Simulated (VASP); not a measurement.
Write the native input for VASP 6.6.1 that does the following.

| Item | Value |
| --- | --- |
| Task | single point |
| Functional | r2SCAN |
| Potentials or basis | VASP PAW PBE potentials, release 64 (Pb_d, S) |
| Cutoff | 520 eV |
| k mesh | 8 × 8 × 8 |
| Occupations | gaussian, width 0.01 eV |
| Spin | no spin polarisation |
| Dipole correction | no |
| Further INCAR settings | ALGO = Normal; EDIFF = 1e-07; NBANDS = 17 |

PbS:

```
Pb S
1.0
     2.10051    1.22073    3.43019
    -2.10051    1.22073    3.43019
     0.00000   -2.44147    3.43019
Pb S
1 1
Cartesian
  0.0000 0.0000 10.0657
  0.0000 0.0000 4.9133
```

This cell differs from its parent crystal: uniaxial y strain +0.7%.

One way to write it, as run:

POSCAR

```
PbS
1.0
    2.1005109573      1.2207345883      3.4301898177
   -2.1005109573      1.2207345883      3.4301898177
    0.0000000000     -2.4414691768      3.4301898176
Pb S
1 1
Direct
    0.9781436759      0.9781436759      0.9781436759
    0.4774576541      0.4774576541      0.4774576541
```

INCAR.step1

```
SYSTEM = PbS
  ALGO = Normal
  EDIFF = 1E-4
  ENCUT = 520
  GGA = PE
  ISMEAR = 0
  LASPH = .TRUE.
  LCHARG = .FALSE.
  LREAL = .FALSE.
  LWAVE = .TRUE.
  NBANDS = 17
  NELM = 100
  PREC = Accurate
  SIGMA = 0.01
```

INCAR.step2

```
SYSTEM = PbS
  ALGO = Normal
  EDIFF = 1E-7
  ENCUT = 520
  ISIF = 2
  ISMEAR = 0
  ISTART = 1
  LASPH = .TRUE.
  LCHARG = .FALSE.
  LMIXTAU = .TRUE.
  LREAL = .FALSE.
  LWAVE = .FALSE.
  METAGGA = R2SCAN
  NBANDS = 17
  NELM = 100
  PREC = Accurate
  SIGMA = 0.01
```

KPOINTS

```
k-points
0
G
  8 8 8
  0 0 0
```

Potentials or basis: VASP PAW PBE potentials, release 64 (Pb_d, S).

Run with:

```sh
$ cat potpaw_PBE.64/Pb_d/POTCAR potpaw_PBE.64/S/POTCAR > POTCAR
$ cp INCAR.step1 INCAR
$ mpirun -np 1 vasp_std > vasp.out
$ cp INCAR.step2 INCAR
$ mpirun -np 1 vasp_std > vasp.out
```

It gave:

| Property | Result |
| --- | --- |
| Pressure | 0.6 GPa |
| Band gap on the k mesh | 0.62 eV (least direct gap 0.66 eV) |

Caveat: the cell differs from its parent crystal (uniaxial y strain +0.7%); the PAW data sets were made with another functional, which shifts forces and pressure a little; spin-orbit coupling is left out, which moves the levels of the heavy elements.

Run time: 2.8 min on 1 thread of Intel(R) Xeon(R) 6975P-C (Granite Rapids), with other jobs on the host, peak memory 0.27 GiB.
